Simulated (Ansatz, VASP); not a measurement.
# ZrC: VASP beside Ansatz

The input INCAR:

```
SYSTEM = ZrC
  PREC = Accurate
  ENCUT = 600
  EDIFF = 1E-6
  ISMEAR = 0
  SIGMA = 0.05
  LREAL = .False.
  LASPH = .True.
  NELM = 120
  ALGO = Normal
  ISIF = 2
  LWAVE = .False.
  LCHARG = .False.
  GGA = PS
  NBANDS = 15
  GGA_COMPAT = .False.
```

The input KPOINTS:

```
regular mesh
0
Gamma
  8 8 8
  0 0 0
```

POSCAR

```
ZrC
1.0
    0.0000000000      2.3651992848      2.3651992848
    2.3651992848      0.0000000000      2.3651992848
    2.3651992848      2.3651992848      0.0000000000
Zr C
1 1
Direct
    0.5000000000      0.5000000000      0.5000000000
    0.0000000000      0.0000000000      0.0000000000
```

Input for Ansatz:

```yaml
crystal:
  lattice:
    - [0.0, 2.3651992848, 2.3651992848]
    - [2.3651992848, 0.0, 2.3651992848]
    - [2.3651992848, 2.3651992848, 0.0]
  atoms:
    - { symbol: Zr, position: [0.5, 0.5, 0.5] }
    - { symbol: C, position: [0.0, 0.0, 0.0] }
basis:
  ecutwfc: 420
  ecutrho_ratio: 4
kpoints:
  mp_grid: { grid: [8, 8, 8] }
hamiltonian:
  xc: pbesol
scf:
  occupations: { method: gaussian, width: 0.05 }
output:
  forces: true
  stress: true
  eigenvalues: true
```

Alike in both runs: task single point; functional PBEsol; k mesh 8 × 8 × 8; occupations gaussian, width 0.05 eV; no spin polarisation.

```csv
,VASP,Ansatz
version,VASP 6.6.1,Ansatz 0.2.0
potentials or method,"VASP PAW PBE potentials, release 64 (Zr_sv, C), cutoff 600 eV","scalar-relativistic, plane waves, PAW"
valence electrons in the cell,16,16
```

|  | VASP | Ansatz | Ansatz less VASP |
| --- | --- | --- | --- |
| gap on the k mesh at the Fermi level (eV) | none | none | - |
| pressure (GPa) | -8.3 | -8.6 | -0.26 |

VASP's potentials were made for PBE, not for PBEsol. A gap of «none» marks a metal or a gap that the smearing closes.
